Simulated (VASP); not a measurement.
Wanted: the native input for a VASP 6.6.1 run.

```
Task                   : single point
Functional             : r2SCAN
Potentials or basis    : VASP PAW PBE potentials, release 64 (Cu, Be, Sn_d, S)
Cutoff                 : 520 eV
k mesh                 : 6 × 6 × 6
Occupations            : gaussian, width 0.01 eV
Spin                   : no spin polarisation
Dipole correction      : no
Further INCAR settings : ALGO = Normal; EDIFF = 1e-06; NBANDS = 41
```

BeCu2SnS4:

```
Cu Be Sn S
1.0
    -2.62635    2.62635    5.16489
     2.62635   -2.62635    5.16489
     2.62635    2.62635   -5.16489
Cu Be Sn S
2 1 1 4
Direct
  0.00000 0.00000 0.00000
  0.75000 0.25000 0.50000
  0.25000 0.75000 0.50000
  0.50000 0.50000 0.00000
  0.11623 0.63940 0.02925
  0.36060 0.38986 0.47683
  0.61014 0.08697 0.97075
  0.91303 0.88377 0.52317
```

The input as run:

POSCAR

```
BeCu2SnS4
1.0
   -2.6263466416      2.6263466416      5.1648873528
    2.6263466416     -2.6263466416      5.1648873528
    2.6263466416      2.6263466416     -5.1648873528
Cu Be Sn S
2 1 1 4
Direct
    0.0000000000      0.0000000000      0.0000000000
    0.7500000000      0.2500000000      0.5000000000
    0.2500000000      0.7500000000      0.5000000000
    0.5000000000      0.5000000000      0.0000000000
    0.1162254132      0.6393965347      1.0292526301
    0.3606034653      0.3898560954      0.4768288785
    0.6101439046      0.0869727831     -0.0292526301
    0.9130272169      0.8837745868      0.5231711215
```

INCAR.step1

```
SYSTEM = BeCu2SnS4
ALGO = Normal ; EDIFF = 1E-4
ENCUT = 520 ; GGA = PE
ISMEAR = 0 ; LASPH = .TRUE.
LCHARG = .FALSE. ; LREAL = .FALSE.
LWAVE = .TRUE. ; NBANDS = 41
NELM = 80 ; PREC = Accurate
SIGMA = 0.01
```

INCAR.step2

```
SYSTEM = BeCu2SnS4
ALGO = Normal ; EDIFF = 1E-6
ENCUT = 520 ; ISIF = 2
ISMEAR = 0 ; ISTART = 1
LASPH = .TRUE. ; LCHARG = .FALSE.
LMIXTAU = .TRUE. ; LREAL = .FALSE.
LWAVE = .FALSE. ; METAGGA = R2SCAN
NBANDS = 41 ; NELM = 80
PREC = Accurate ; SIGMA = 0.01
```

KPOINTS

```
k-points
0
G
  6 6 6
  0 0 0
```

Potentials or basis: VASP PAW PBE potentials, release 64 (Cu, Be, Sn_d, S).

The run is started by

```sh
$ cat potpaw_PBE.64/Cu/POTCAR potpaw_PBE.64/Be/POTCAR potpaw_PBE.64/Sn_d/POTCAR potpaw_PBE.64/S/POTCAR > POTCAR
$ cp INCAR.step1 INCAR
$ mpirun -np 1 vasp_std > vasp.out
$ cp INCAR.step2 INCAR
$ mpirun -np 1 vasp_std > vasp.out
```

It gave:

```json
{
 "Pressure": "2.8 GPa",
 "Largest force": "0.076 eV/Å",
 "Band gap on the k mesh": "1.06 eV"
}
```

Caveat: the PAW data sets were made with another functional, which shifts forces and pressure a little; spin-orbit coupling is left out, which moves the levels of the heavy elements.

Wall time 9.5 min on 1 thread of Intel(R) Xeon(R) 6975P-C (Granite Rapids), on a shared host, peak memory 0.5 GiB.
